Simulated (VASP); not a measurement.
Set up this calculation in VASP 6.6.1, as the native input.

```yaml
Task: single point
Functional: LDA
Potentials_or_basis: VASP PAW LDA potentials, release 64 (Ti_sv, Al)
Cutoff: 520 eV
k_mesh: 16 × 16 × 16
Occupations: gaussian, width 0.15 eV
Spin: no spin polarisation
Dipole_correction: no
Further_INCAR_settings: ALGO = Fast; EDIFF = 1e-06; NBANDS = 14
```

The structure of TiAl lies in POSCAR:

```
TiAl
1.0
    3.0519014400      0.0000000000      0.0000000000
    0.0000000000      3.0519014400      0.0000000000
    0.0000000000      0.0000000000      2.9247388800
Ti Al
1 1
Direct
    0.0000000000      0.0000000000      0.0000000000
    0.5000000000      0.5000000000      0.5000000000
```

This cell differs from its parent crystal: strain -0.040 along x and y, -0.080 along z.

The input as run:

INCAR

```
SYSTEM = TiAl
PREC = Accurate ; ENCUT = 520
EDIFF = 1E-6 ; ISMEAR = 0
SIGMA = 0.15 ; LREAL = .FALSE.
LASPH = .TRUE. ; NELM = 60
ALGO = Fast ; ISIF = 2
LWAVE = .FALSE. ; LCHARG = .FALSE.
NBANDS = 14
```

KPOINTS

```
Automatic mesh
0
G
  16 16 16
  0 0 0
```

Potentials or basis: VASP PAW LDA potentials, release 64 (Ti_sv, Al).

Command:

```sh
$ cat potpaw_LDA.64/Ti_sv/POTCAR potpaw_LDA.64/Al/POTCAR > POTCAR
$ mpirun -np 1 vasp_std > vasp.out
```

It gave:

| Property | Result |
| --- | --- |
| Pressure | 18.0 GPa |
| Band gap on the k mesh | zero (an odd number of electrons rules out a gap without spin polarisation) |

Caveat: the cell differs from its parent crystal (strain -0.040 along x and y, -0.080 along z); the cell stands under pressure.

Run time: 3.6 min on 1 thread of Intel Xeon 8259CL, with other jobs on the host, peak memory 0.26 GiB.
